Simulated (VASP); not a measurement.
Input of a VASP 6.6.1 run:

INCAR

```
SYSTEM = SiNi2
ALGO = Fast
EDIFF = 1E-6
ENCUT = 520
GGA = PS
ISIF = 2
ISMEAR = 0
LASPH = .True.
LCHARG = .False.
LREAL = .False.
LWAVE = .False.
NBANDS = 33
NELM = 60
PREC = Accurate
SIGMA = 0.15
```

Contents of KPOINTS:

```
k-points
0
Gamma
  12 12 10
  0 0 0
```

The input POSCAR:

```
SiNi2
1.0
    3.8684636537      0.0000000000      0.0000000000
   -1.9342318269      3.3501877977      0.0000000000
    0.0000000000      0.0000000000      4.9169852589
Si Ni
2 4
Direct
    0.3333333333      0.6666666667      0.7500000000
    0.6666666667      0.3333333333      0.2500000000
    0.0000000000      0.0000000000     -0.0152532489
    0.0000000000      0.0000000000      0.4847467511
    0.3333333333      0.6666666667      0.2347467511
    0.6666666667      0.3333333333      0.7347467511
```

Potentials or basis: VASP PAW PBE potentials, release 64 (Si, Ni).

Launch:

```sh
$ cat potpaw_PBE.64/Si/POTCAR potpaw_PBE.64/Ni/POTCAR > POTCAR
$ mpirun -np 1 vasp_std > vasp.out
```

What does it give for the largest force?

0.213 eV/Å.

Estimate the pressure.

0.6 GPa.

What does it give for the band gap on the k mesh?

Zero (bands 24 and 25 overlap by 3.39 eV).

Stress tensor (GPa, compression positive):
```
0.41 0.00 0.00
0.00 0.41 0.00
0.00 0.00 0.96
```

Caveat: the cell differs from its parent crystal (all Ni atoms moved +0.075 Å, as atom 3 towards its neighbour atom 4 (Ni) at 2.458 Å); the PAW data sets were made with another functional, which shifts forces and pressure a little. Spin polarisation is off, so any magnetic state and its effect on volume and gap are missing.
